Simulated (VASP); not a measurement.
# Ni in VASP: notebook

The runs below take Ni through single point, with PBE.

Everything below comes from runs of VASP 6.6.1. Logs are shortened: lines on timing, memory, paths and dates and some standing lists are left out, and cuts for length are marked.

### 1 The cell of the first run

The cell holds a sheet with vacuum, 1 atom: a = 2.026 Å, b = 2.026 Å, c = 14.000 Å, α = 90.00°, β = 90.00°, γ = 90.00°.

### 2 Single point, PBE, collinear spin, ferromagnetic start

INCAR

```
SYSTEM = Ni
PREC = Accurate ; ENCUT = 520
EDIFF = 1E-6 ; ISMEAR = 0
SIGMA = 0.1 ; LREAL = .FALSE.
LASPH = .TRUE. ; NELM = 150
ALGO = Normal ; ISIF = 2
LWAVE = .FALSE. ; LCHARG = .FALSE.
ISPIN = 2 ; MAGMOM = 2
LORBIT = 11 ; LMAXMIX = 4
LDIPOL = .TRUE. ; IDIPOL = 3
DIPOL = 0.5 0.5 0.500 ; GGA = PE
NBANDS = 15
```

KPOINTS

```
Automatic mesh
0
G
  8 8 1
  0 0 0
```

POSCAR

```
Ni
1.0
    2.0256210000      0.0000000000      0.0000000000
    0.0000000000      2.0256210000      0.0000000000
    0.0000000000      0.0000000000     14.0000000000
Ni
1
Direct
    0.5000000000      0.5000000000      0.5000000000
```

Potentials or basis: VASP PAW PBE potentials, release 64 (Ni).

Command:

```sh
cat potpaw_PBE.64/Ni/POTCAR > POTCAR
mpirun -np 1 vasp_std > vasp.out
```

OUTCAR:

```text
SYSTEM = Ni
   PREC = Accurate
   ENCUT = 520
   EDIFF = 1E-6
   ISMEAR = 0
   LREAL = .FALSE.
   LASPH = .TRUE.
   NELM = 150
   ISIF = 2
   ISPIN = 2
   LORBIT = 11
   GGA = PE

 ion  position               nearest neighbor table
   1  0.500  0.500  0.500-

  LATTYP: Found a simple tetragonal cell.
 ALAT       =     2.0256210000
 C/A-ratio  =     6.9114607323

  Lattice vectors:

 A1 = (   2.0256210000,   0.0000000000,   0.0000000000)
 A2 = (   0.0000000000,   2.0256210000,   0.0000000000)
 A3 = (   0.0000000000,   0.0000000000,  14.0000000000)

Analysis of symmetry for initial positions (statically):
=====================================================================
 Subroutine PRICEL returns:
 Original cell was already a primitive cell.

 Routine SETGRP: Setting up the symmetry group for a
 simple tetragonal supercell.

 Subroutine GETGRP returns: Found 16 space group operations
 (whereof 16 operations were pure point group operations)
 out of a pool of 16 trial point group operations.

The static configuration has the point symmetry D_4h.

Analysis of symmetry for dynamics (positions and initial velocities):
=====================================================================
 Subroutine PRICEL returns:
 Original cell was already a primitive cell.

 Routine SETGRP: Setting up the symmetry group for a
 simple tetragonal supercell.

 Subroutine GETGRP returns: Found 16 space group operations
 (whereof 16 operations were pure point group operations)
 out of a pool of 16 trial point group operations.

The dynamic configuration has the point symmetry D_4h.

Analysis of structural, dynamic, and magnetic symmetry:
=====================================================================
 Subroutine PRICEL returns:
 Original cell was already a primitive cell.

 Routine SETGRP: Setting up the symmetry group for a
 simple tetragonal supercell.

 Subroutine GETGRP returns: Found 16 space group operations
 (whereof 16 operations were pure point group operations)
 out of a pool of 16 trial point group operations.

The overall configuration has the point symmetry D_4h.

 Subroutine INISYM returns: Found 16 space group operations
 (whereof 16 operations are pure point group operations),
 and found     1 'primitive' translations

----------------------------------------------------------------------------------------

                                     Primitive cell

  volume of cell :      57.4440

  direct lattice vectors                    reciprocal lattice vectors
     2.025621000  0.000000000  0.000000000     0.493675767  0.000000000  0.000000000
     0.000000000  2.025621000  0.000000000     0.000000000  0.493675767  0.000000000
     0.000000000  0.000000000 14.000000000     0.000000000  0.000000000  0.071428571

  length of vectors
     2.025621000  2.025621000 14.000000000     0.493675767  0.493675767  0.071428571

  position of ions in fractional coordinates (direct lattice)
     0.500000000  0.500000000  0.500000000

  ion indices of the primitive-cell ions
   primitive index   ion index
                 1           1

----------------------------------------------------------------------------------------

 KPOINTS: Automatic mesh

Automatic generation of k-mesh.
 Grid dimensions read from file:
 generate k-points for:    8    8    1

 Generating k-lattice:

  Cartesian coordinates                     Fractional coordinates (reciprocal lattice)
     0.061709471  0.000000000  0.000000000     0.125000000  0.000000000  0.000000000
     0.000000000  0.061709471  0.000000000     0.000000000  0.125000000  0.000000000
     0.000000000  0.000000000  0.071428571     0.000000000  0.000000000  1.000000000

  Length of vectors
     0.061709471  0.061709471  0.071428571

  Shift w.r.t. Gamma in fractional coordinates (k-lattice)
     0.000000000  0.000000000  0.000000000

 Subroutine IBZKPT returns following result:
 ===========================================

 Found     15 irreducible k-points:

 Following reciprocal coordinates:
            Coordinates               Weight
  0.000000  0.000000  0.000000      1.000000
  0.125000  0.000000  0.000000      4.000000
  0.250000  0.000000  0.000000      4.000000
  0.375000  0.000000  0.000000      4.000000
  0.500000  0.000000  0.000000      2.000000
  0.125000  0.125000  0.000000      4.000000
  0.250000  0.125000  0.000000      8.000000
  0.375000  0.125000  0.000000      8.000000
  0.500000  0.125000  0.000000      4.000000
  0.250000  0.250000  0.000000      4.000000
  0.375000  0.250000  0.000000      8.000000
  0.500000  0.250000  0.000000      4.000000
  0.375000  0.375000  0.000000      4.000000
  0.500000  0.375000  0.000000      4.000000
  0.500000  0.500000  0.000000      1.000000
   k-points           NKPTS =     15   k-points in BZ     NKDIM =     15   number of bands    NBANDS=     15
   number of dos      NEDOS =    301   number of ions     NIONS =      1
   total plane-waves  NPLWV =  27648
   dimension x,y,z NGX =    16 NGY =   16 NGZ =  108
   dimension x,y,z NGXF=    32 NGYF=   32 NGZF=  216
   ions per type =               1
   NGX,Y,Z   is equivalent  to a cutoff of  13.13, 13.13, 12.82 a.u.
   NGXF,Y,Z  is equivalent  to a cutoff of  26.26, 26.26, 25.65 a.u.
 SYSTEM =  Ni
   PREC   = accura    normal or accurate (medium, high low for compatibility)
   ISTART =      0    job   : 0-new  1-cont  2-samecut
   ICHARG =      2    charge: 1-file 2-atom 10-const
   ISPIN  =      2    spin polarized calculation?
   LNONCOLLINEAR =      F non collinear calculations
   LSORBIT =      F    spin-orbit coupling
   LASPH  =      T    aspherical Exc in radial PAW
   ENCUT  =  520.0 eV  38.22 Ry    6.18 a.u.   3.77  3.77 26.03*2*pi/ulx,y,z
   NELM   =    150;   NELMIN=  2; NELMDL= -5     # of ELM steps
   EDIFF  = 0.1E-05   stopping-criterion for ELM
   LREAL  =      F    real-space projection
   EDIFFG = 0.1E-04   stopping-criterion for IOM
   NSW    =      0    number of steps for IOM
   IBRION =     -1    ionic relax: 0-MD 1-quasi-New 2-CG
   NFREE  =      0    steps in history (QN), initial steepest desc. (CG)
   ISIF   =      2    stress and relaxation
   ISYM   =      2    0-nonsym 1-usesym 2-fastsym
   POTIM  = 0.5000    time-step for ionic-motion
   TEBEG  =    0.0;   TEEND  =   0.0 temperature during run
   PSTRESS=    0.0 pullay stress
   NELECT =      10.0000    total number of electrons
   NUPDOWN=      -1.0000    fix difference up-down
   EMIN   =  10.00;   EMAX   =-10.00  energy-range for DOS
   EFERMI =   0.00;   METHOD = LEGACY
   ISMEAR =     0;   SIGMA  =   0.10  broadening in eV -4-tet -1-fermi 0-gaus
   EFERMI_NEDOS =   21; number of points for ismear=-14 and -15
   IALGO  =     38    algorithm
   IMIX   =      4    mixing-type and parameters
     AMIX     =   0.40;   BMIX     =  1.00
     AMIX_MAG =   1.60;   BMIX_MAG =  1.00
  volume/ion in A,a.u.               =      57.44       387.65
  Fermi-wavevector in a.u.,A,eV,Ry     =   0.914099  1.727397 11.368722  0.835577
  Thomas-Fermi vector in A             =   2.038687
   LORBIT       =     11    0 simple, 1 ext, 2 COOP (PROOUT), +10 PAW based schemes
   GGA     = PE    functional components
   LHFCALC =     F    Hartree Fock is set to
   AEXX    =    0.0000 exact exchange contribution
   IVDW    =     0    specifies the selected vdW correction
   LEPSILON=     F    determine dielectric tensor
   LRPA    =     F    only Hartree local field effects (RPA)
 spin polarized calculation
 Gauss-broadening in eV      SIGMA  =   0.10
  energy-cutoff  :      520.00
  volume of cell :       57.44
 maximum number of plane-waves:      1577
 NGX is ok and might be reduce to    16
   NGX =  7   NGY =  7   NGZ = 53

 number of electron      10.0000002 magnetization       0.6728631

 dipolmoment           0.000000      0.000000      0.000000 electrons x Angstroem

 Free energy of the ion-electron system (eV)
  ---------------------------------------------------
  ext. energy  EPLUGINS =         0.00000000
  ---------------------------------------------------
  free energy    TOTEN  =        -3.37405328 eV

  energy without entropy =       -3.36378818  energy(sigma->0) =       -3.36892073

 E-fermi :  -2.4824     XC(G=0):  -3.5190

 val. band max:       -2.4862668593   @ k =   0.0000   0.0000   0.0000
 cond. band min:      -2.4618414290   @ k =   0.2500   0.2500   0.0000
 fundamental gap:      0.0244254302
 Fermi energy:        -2.4823624559

 spin component 1

 k-point     1 :       0.0000    0.0000    0.0000
  band No.  band energies     occupation
      1      -9.6859      1.00000
      2      -7.9000      1.00000
      3      -5.3073      1.00000
      4      -3.1402      1.00000
      5      -3.1402      1.00000
      6      -2.5626      0.87169
      7      -2.4002      0.12261
      8       2.3567      0.00000
      9       3.2772      0.00000
     10       3.9281      0.00000
     11       6.6304      0.00000
     12       7.4804      0.00000
     13      11.7677      0.00000
     14      12.7067      0.00000
     15      18.4723      0.00000
[... 235 lines left out ...]
 k-point    15 :       0.5000    0.5000    0.0000
  band No.  band energies     occupation
      1      -8.7569      1.00000
      2      -5.5796      1.00000
      3      -5.5796      1.00000
      4      -2.9055      1.00000
      5      -1.1751      0.00000
      6       8.5678      0.00000
      7       8.5678      0.00000
      8      13.9178      0.00000
      9      15.5305      0.00000
     10      15.9552      0.00000
     11      16.2910      0.00000
     12      17.7796      0.00000
     13      17.7796      0.00000
     14      20.1739      0.00000
     15      20.1739      0.00000
 Fermi energy:        -2.4823624559

 spin component 2

 k-point     1 :       0.0000    0.0000    0.0000
  band No.  band energies     occupation
      1      -9.6117      1.00000
      2      -7.3916      1.00000
      3      -5.0169      1.00000
      4      -2.4863      0.52202
      5      -2.1169      0.00000
      6      -2.1169      0.00000
      7      -1.6361      0.00000
      8       2.3171      0.00000
      9       3.2136      0.00000
     10       3.9285      0.00000
     11       6.6194      0.00000
     12       7.4470      0.00000
     13      11.7323      0.00000
     14      12.6799      0.00000
     15      18.4237      0.00000
[... 235 lines left out ...]
 k-point    15 :       0.5000    0.5000    0.0000
  band No.  band energies     occupation
      1      -8.1823      1.00000
      2      -4.7070      1.00000
      3      -4.7070      1.00000
      4      -2.4345      0.24943
      5      -0.5014      0.00000
      6       8.6333      0.00000
      7       8.6333      0.00000
      8      14.0505      0.00000
      9      15.3431      0.00000
     10      15.9407      0.00000
     11      16.3733      0.00000
     12      17.7716      0.00000
     13      17.7716      0.00000
     14      20.1035      0.00000
     15      20.1035      0.00000

------------------------ aborting loop because EDIFF is reached ----------------------------------------

 vacuum level on the upper side and lower side of the slab       (xc-potential included)        -0.004        -0.004

  FORCE on cell =-STRESS in cart. coord.  units (eV):
  Direction    XX          YY          ZZ          XY          YZ          ZX
  --------------------------------------------------------------------------------------
  -------------------------------------------------------------------------------------
  Total        5.8785899      5.8785899     -0.0136744     -0.0000000     -0.0000000     -0.0000000
  in kB      163.9605370    163.9605370     -0.3813954     -0.0000000     -0.0000000     -0.0000000
  external PRESSURE =     109.1798929 kB  Pullay stress =       0.0000000 kB

 VOLUME and BASIS-vectors are now :
 -----------------------------------------------------------------------------
  energy-cutoff  :      520.00
  volume of cell :       57.44
      direct lattice vectors                 reciprocal lattice vectors
     2.025621000  0.000000000  0.000000000     0.493675767  0.000000000  0.000000000
     0.000000000  2.025621000  0.000000000     0.000000000  0.493675767  0.000000000
     0.000000000  0.000000000 14.000000000     0.000000000  0.000000000  0.071428571

 POSITION                                       TOTAL-FORCE (eV/Angst)
 -----------------------------------------------------------------------------------
      1.01281      1.01281      7.00000         0.000000      0.000000      0.000000
 -----------------------------------------------------------------------------------
    total drift:                                0.000000      0.000000      0.000000

  FREE ENERGIE OF THE ION-ELECTRON SYSTEM (eV)
  ---------------------------------------------------
  free  energy   TOTEN  =        -3.3740532763 eV

  energy  without entropy=       -3.3637881839  energy(sigma->0) =       -3.36892073

 vacuum level on the upper side and lower side of the slab         2.836         2.836

 total charge

# of ion       s       p       d       tot
------------------------------------------
    1        0.655   0.499   8.484   9.638

 magnetization (x)

# of ion       s       p       d       tot
------------------------------------------
    1       -0.001  -0.018   0.711   0.692
```

It took 20 s on 1 thread of Intel Xeon Platinum 8559C (Emerald Rapids), shared host; peak memory 0.18 GiB.

Results:

```yaml
Free_energy: -3.3741 eV
Net_moment: 0.67 μB per cell
Site_moments: Ni +0.69 μB
Valence_electrons_inside_the_program's_atomic_spheres: Ni 9.64
```

Caveat: the k points lie up to 0.39 Å⁻¹ apart.

### 3 Single point, PBE, collinear spin, ferromagnetic start

This run uses another cell than the first one, of 121.46 Å³/atom, 2.114 times its volume.

INCAR

```
SYSTEM = Ni
ALGO     = Normal         ! electronic algorithm
DIPOL    = 0.5 0.5 0.294
EDIFF    = 1E-6           ! SCF threshold, eV
ENCUT    = 520            ! plane-wave cutoff, eV
GGA      = PE             ! functional
IDIPOL   = 3            
ISIF     = 2              ! what is computed and relaxed
ISMEAR   = 0              ! smearing method
ISPIN    = 2              ! spin polarisation
LASPH    = .True.         ! aspherical terms in the spheres
LCHARG   = .False.        ! write CHGCAR
LDIPOL   = .True.       
LMAXMIX  = 4              ! l up to which the mixer works
LORBIT   = 11             ! projections on sites
LREAL    = .False.        ! projectors in reciprocal space
LWAVE    = .False.        ! write WAVECAR
MAGMOM   = 2              ! initial moments
NBANDS   = 15             ! bands
NELM     = 150            ! most SCF steps
PREC     = Accurate       ! precision mode
SIGMA    = 0.1            ! smearing width, eV
```

KPOINTS

```
k-points
0
Gamma
  8 8 1
  0 0 0
```

POSCAR

```
Ni
1.0
    2.2591075433      0.0000000000      0.0000000000
    0.0000000000      2.2591075433      0.0000000000
    0.0000000000      0.0000000000     23.8000000000
Ni
1
Direct
    0.5000000000      0.5000000000      0.2941176471
```

Potentials or basis: VASP PAW PBE potentials, release 64 (Ni).

Command:

```sh
cat potpaw_PBE.64/Ni/POTCAR > POTCAR
mpirun -np 1 vasp_std > vasp.out
```

Wall time 57 s (1 thread of Intel Xeon Platinum 8559C (Emerald Rapids), shared host); peak memory 0.28 GiB.

It converged, with:

```
Free energy                                           : -3.9480 eV
Net moment                                            : 0.87 μB per cell
Site moments                                          : Ni +0.90 μB
Valence electrons inside the program's atomic spheres : Ni 9.16
```

Levels at points of the mesh, in eV from the Fermi level:
Spin up:
```
           k point  band 1  band 2  band 3  band 4  band 5  band 6  band 7  band 8  band 9  band 10
(0.00, 0.00, 0.00)   -5.88   -3.91   -2.01   -0.95   -0.95   -0.57    0.77    4.83    5.29     5.31
(0.50, 0.00, 0.00)   -3.49   -3.08   -1.66   -0.99   -0.79    1.43    5.45    7.80   10.19    11.85
(0.50, 0.50, 0.00)   -4.34   -2.43   -2.43   -0.64    0.32    8.38    8.38   13.46   14.33    15.05
```
Spin down:
| k point | band 1 | band 2 | band 3 | band 4 | band 5 | band 6 | band 7 | band 8 | band 9 |
| --- | --- | --- | --- | --- | --- | --- | --- | --- | --- |
| (0.00, 0.00, 0.00) | -5.80 | -3.18 | -1.60 | 0.28 | 0.28 | 0.53 | 0.71 | 4.78 | 5.22 |
| (0.50, 0.00, 0.00) | -2.87 | -2.10 | -0.63 | -0.46 | 0.46 | 1.40 | 5.81 | 7.79 | 10.22 |
| (0.50, 0.50, 0.00) | -3.59 | -1.34 | -1.34 | -0.07 | 1.24 | 8.47 | 8.47 | 13.60 | 14.53 |

[end of part 1 of 2]
